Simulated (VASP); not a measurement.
Wanted: the native input for a VASP 6.6.1 run.

- Task: single point
- Functional: LDA
- Potentials or basis: VASP PAW LDA potentials, release 64 (Fe_sv)
- Cutoff: 690 eV
- k mesh: 22 × 22 × 22
- Occupations: gaussian, width 0.05 eV
- Spin: collinear spin, ferromagnetic start
- Starting moments: [2.25] μB
- Dipole correction: no
- Further INCAR settings: ALGO = Normal; EDIFF = 1e-06; NBANDS = 18

The structure of Fe lies in POSCAR:

```
Fe
1.0
   -1.3929446329      1.3929446329      1.3929446329
    1.3929446329     -1.3929446329      1.3929446329
    1.3929446329      1.3929446329     -1.3929446329
Fe
1
Direct
    0.0000000000      0.0000000000      0.0000000000
```

One way to write it, as run:

INCAR

```
PREC = Accurate ; ENCUT = 690
EDIFF = 1E-6 ; ISMEAR = 0
SIGMA = 0.05 ; LREAL = F
LASPH = T ; NELM = 200
ALGO = Normal ; ISIF = 2
LWAVE = F ; LCHARG = T
ISPIN = 2 ; MAGMOM = 2.25
LORBIT = 11 ; LMAXMIX = 4
LELF = T ; LVHAR = T
NBANDS = 18 ; GGA_COMPAT = F
```

KPOINTS

```
Automatic mesh
0
Gamma
  22 22 22
```

Potentials or basis: VASP PAW LDA potentials, release 64 (Fe_sv).

Run with:

```bash
$ cat potpaw_LDA.64/Fe_sv/POTCAR > POTCAR
$ mpirun -np 1 vasp_std > vasp.out
```

It gave:

The pressure is -10.8 GPa, the band gap on the k mesh is zero (filled and empty bands overlap) and the net moment is 2.03 μB per cell. The site moments are Fe +1.99 μB and the valence electrons inside the program's atomic spheres are Fe 13.78.

Caveat: the cell stands under tension.

It took 3.6 min on 1 thread of AMD EPYC 7R13 Processor (Zen 3), with other jobs on the host, peak memory 0.21 GiB.
